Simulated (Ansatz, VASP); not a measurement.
One calculation of P4C, two programs

Contents of INCAR:

```
SYSTEM = P4C
ALGO = Normal
EDIFF = 1E-6
ENCUT = 600
GGA = PE
GGA_COMPAT = .False.
ISIF = 2
ISMEAR = 0
ISPIN = 2
LASPH = .True.
LCHARG = .False.
LORBIT = 11
LREAL = .False.
LWAVE = .False.
MAGMOM = 0 0 0 0 0 0 0 0 1 1
NBANDS = 39
NELM = 200
PREC = Accurate
SIGMA = 0.1
```

Contents of KPOINTS:

```
k-points
0
Gamma
  4 4 2
  0 0 0
```

Contents of POSCAR:

```
P4C
1.0
    4.8705424157      0.0000000000      0.0000000000
    1.9030835759      4.7275055542      0.0000000000
    2.4035173568      0.4870635353      8.2114267052
P C
8 2
Direct
    0.8876106205      0.2380061422      0.1179868875
    0.4423284896      0.9009252354      0.6808614210
    0.5561490757      0.1761187501      0.3757029734
    0.0557409860      0.7436382092      0.8653355899
    0.2232220818      0.6114510789      0.4021381418
    0.6125524438      0.0669694017      0.8426877833
    0.3528383440      0.9190471892      0.1019880963
    0.7710086690      0.4824209445      0.6007642901
    0.0503699810      0.9014534222      0.0344109929
    0.5481793086      0.4599696268      0.4781238236
```

Input for Ansatz:

```yaml
crystal:
  lattice:
    - [4.8705424157, 0.0, 0.0]
    - [1.9030835759, 4.7275055542, 0.0]
    - [2.4035173568, 0.4870635353, 8.2114267052]
  atoms:
    - { symbol: P, position: [0.8876106205, 0.2380061422, 0.1179868875] }
    - { symbol: P, position: [0.4423284896, 0.9009252354, 0.680861421] }
    - { symbol: P, position: [0.5561490757, 0.1761187501, 0.3757029734] }
    - { symbol: P, position: [0.055740986, 0.7436382092, 0.8653355899] }
    - { symbol: P, position: [0.2232220818, 0.6114510789, 0.4021381418] }
    - { symbol: P, position: [0.6125524438, 0.0669694017, 0.8426877833] }
    - { symbol: P, position: [0.352838344, 0.9190471892, 0.1019880963] }
    - { symbol: P, position: [0.771008669, 0.4824209445, 0.6007642901] }
    - { symbol: C, position: [0.050369981, 0.9014534222, 0.0344109929], spin: 1.0 }
    - { symbol: C, position: [0.5481793086, 0.4599696268, 0.4781238236], spin: 1.0 }
basis:
  ecutwfc: 420
kpoints:
  mp_grid: { grid: [4, 4, 2] }
hamiltonian:
  xc: pbe
scf:
  occupations: { method: gaussian, width: 0.1 }
  lower_state_search: "off"
output:
  forces: true
  stress: true
  eigenvalues: true
  populations: true
magnetization:
  spin_polarized: true
```

Change from the starting cell: the structure that the rattled cell fell into.

Alike in both runs: task single point; functional PBE; k mesh 4 × 4 × 2; occupations gaussian, width 0.1 eV; collinear spin.

|  | VASP | Ansatz |
| --- | --- | --- |
| version | VASP 6.6.1 | Ansatz 0.2.0 |
| potentials or method | VASP PAW PBE potentials, release 64 (P, C), cutoff 600 eV | scalar-relativistic, plane waves, PAW |
| valence electrons in the cell | 48 | 48 |

```tsv
	VASP	Ansatz	Ansatz less VASP
gap on the k mesh at the Fermi level (eV)	none	none	-
pressure (GPa)	0.4	0.7	+0.33
traceless stress, the component that is largest in VASP (GPa)	-0.46	-0.41	+0.052
rms of the force components (eV/Å)	0.142	0.151	+0.0083
net moment per atom (μB)	0.00	0.00	0.000
```

Atom by atom the forces differ by 0.041 eV/Å (rms over components). A gap of «none» marks a metal or a gap that the smearing closes. Ansatz's warnings: seeded moment not kept.

The k mesh is coarse, so the values compare programs but aren't converged.
